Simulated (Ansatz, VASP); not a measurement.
## SiC: VASP beside Ansatz

File INCAR:

```
ALGO     = Normal         # electronic algorithm
EDIFF    = 1E-6           # SCF threshold, eV
ENCUT    = 520            # plane-wave cutoff, eV
GGA      = PE             # functional
ISIF     = 2              # what is computed and relaxed
ISMEAR   = 0              # smearing method
LASPH    = True           # aspherical terms in the spheres
LCHARG   = False          # write CHGCAR
LREAL    = False          # projectors in reciprocal space
LWAVE    = False          # write WAVECAR
NBANDS   = 36             # bands
NELM     = 80             # most SCF steps
PREC     = Accurate       # precision mode
SIGMA    = 0.05           # smearing width, eV
```

File KPOINTS:

```
k-points
0
Gamma
  10 10 2
```

Contents of POSCAR:

```
SiC
1.0
    2.1898640950     -2.1898640950      0.0000000000
    2.1898640950      0.0000000000     -2.1898640950
    9.1242877381      8.5770407008      8.5770407008
Si C
6 6
Direct
    0.9670298600     -0.0329701400      0.3958000000
    0.3142465267      0.3142465267      0.2291333333
    0.6198131933      0.6198131933      0.5624666667
    0.9253798600      0.9253798600      0.8958000000
    0.2725965267      0.2725965267      0.7291333333
    0.6614631933      0.6614631933      0.0624666667
    0.6302256933      0.6302256933      0.4374666667
   -0.0225576400     -0.0225576400      0.2708000000
    0.2830090267      0.2830090267      0.6041333333
    0.5885756933      0.5885756933      0.9374666667
   -0.0642076400     -0.0642076400      0.7708000000
    0.3246590267      0.3246590267      0.1041333333
```

Input for Ansatz:

```yaml
crystal:
  lattice:
    - [2.189864095, -2.189864095, 0.0]
    - [2.189864095, 0.0, -2.189864095]
    - [9.1242877381, 8.5770407008, 8.5770407008]
  atoms:
    - { symbol: Si, position: [0.96702986, -0.03297014, 0.3958] }
    - { symbol: Si, position: [0.3142465267, 0.3142465267, 0.2291333333] }
    - { symbol: Si, position: [0.6198131933, 0.6198131933, 0.5624666667] }
    - { symbol: Si, position: [0.92537986, 0.92537986, 0.8958] }
    - { symbol: Si, position: [0.2725965267, 0.2725965267, 0.7291333333] }
    - { symbol: Si, position: [0.6614631933, 0.6614631933, 0.0624666667] }
    - { symbol: C, position: [0.6302256933, 0.6302256933, 0.4374666667] }
    - { symbol: C, position: [-0.02255764, -0.02255764, 0.2708] }
    - { symbol: C, position: [0.2830090267, 0.2830090267, 0.6041333333] }
    - { symbol: C, position: [0.5885756933, 0.5885756933, 0.9374666667] }
    - { symbol: C, position: [-0.06420764, -0.06420764, 0.7708] }
    - { symbol: C, position: [0.3246590267, 0.3246590267, 0.1041333333] }
basis:
  ecutwfc: 420
kpoints:
  mp_grid: { grid: [10, 10, 2] }
hamiltonian:
  xc: pbe
scf:
  occupations: { method: gaussian, width: 0.05 }
output:
  forces: true
  stress: true
  eigenvalues: true
  write_density: true
  write_potential: true
  elf: true
  volumetric_format: npy
```

Alike in both runs: task single point; functional PBE; k mesh 10 × 10 × 2; occupations gaussian, width 0.05 eV; no spin polarisation.

|  | VASP | Ansatz |
| --- | --- | --- |
| version | VASP 6.6.1 | Ansatz 0.2.0 |
| potentials or method | VASP PAW PBE potentials, release 64 (Si, C), cutoff 520 eV | scalar-relativistic, plane waves, PAW |
| valence electrons in the cell | 48 | 48 |

VASP gave:

* gap on the k mesh at the Fermi level (eV): 1.04
* least direct gap on the mesh (eV): 2.01
* pressure (GPa): -0.2
* traceless stress, the component that is largest in VASP (GPa): -4.41
* rms of the force components (eV/Å): 0.294

Task: What did Ansatz give for the same quantities?

Result: gap on the k mesh at the Fermi level (eV): 1.04; least direct gap on the mesh (eV): 2.02; pressure (GPa): -0.2; traceless stress, the component that is largest in VASP (GPa): -4.40; rms of the force components (eV/Å): 0.294.

Atom by atom the forces differ by 0.001 eV/Å (rms over components).
